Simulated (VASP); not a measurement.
Set up this calculation in VASP 6.6.1, as the native input.

```
Task                   : single point
Functional             : r2SCAN
Dispersion             : rVV10
Potentials or basis    : VASP PAW PBE potentials, release 64 (Ge_d)
Cutoff                 : 520 eV
k mesh                 : 8 × 8 × 8
Occupations            : fermi-dirac, width 0.05 eV
Spin                   : no spin polarisation
Dipole correction      : no
Further INCAR settings : ALGO = Normal; EDIFF = 1e-07; NBANDS = 21
```

The system is Ge.

```xyz
2
Lattice="0.0000 2.8844 2.8844 2.8844 0.0000 2.8844 2.8844 2.8844 0.0000" Properties=species:S:1:pos:R:3 pbc="T T T"
Ge    4.3266    4.3266    4.3266
Ge    2.8844    2.8844    2.8844
```

These files were run (other wordings do the same):

POSCAR

```
Ge
1.0
    0.0000000000      2.8843929095      2.8843929095
    2.8843929095      0.0000000000      2.8843929095
    2.8843929095      2.8843929095      0.0000000000
Ge
2
Direct
    0.7500000000      0.7500000000      0.7500000000
    0.5000000000      0.5000000000      0.5000000000
```

INCAR.step1

```
  PREC = Accurate
  ENCUT = 520
  ISMEAR = -1
  SIGMA = 0.05
  LREAL = False
  LASPH = True
  NELM = 60
  NBANDS = 21
  GGA = PE
  ALGO = Normal
  EDIFF = 1E-4
  LWAVE = True
  LCHARG = False
```

INCAR.step2

```
  PREC = Accurate
  ENCUT = 520
  EDIFF = 1E-7
  ISMEAR = -1
  SIGMA = 0.05
  LREAL = False
  LASPH = True
  NELM = 60
  ALGO = Normal
  ISIF = 2
  LWAVE = False
  LCHARG = True
  METAGGA = R2SCAN
  LMIXTAU = True
  LUSE_VDW = True
  IVDW_NL = 2
  BPARAM = 11.95
  CPARAM = 0.0093
  LELF = True
  LVHAR = True
  NBANDS = 21
  ISTART = 1
```

KPOINTS

```
regular mesh
0
Gamma
  8 8 8
```

Potentials or basis: VASP PAW PBE potentials, release 64 (Ge_d).

Run with:

```sh
$ cat potpaw_PBE.64/Ge_d/POTCAR > POTCAR
$ cp INCAR.step1 INCAR
$ mpirun -np 1 vasp_std > vasp.out
$ cp INCAR.step2 INCAR
$ mpirun -np 1 vasp_std > vasp.out
```

It gave:

```json
{
 "Pressure": "-3.8 GPa",
 "Band gap on the k mesh": "zero (filled and empty bands touch)"
}
```

Caveat: the cell stands under tension; semilocal functionals underestimate gaps, so a narrow gap can read as zero; the PAW data sets were made with another functional, which shifts forces and pressure a little.

Wall time 110 s on 1 thread of Intel(R) Xeon(R) Platinum 8488C (Sapphire Rapids) (shared host), peak memory 0.29 GiB.
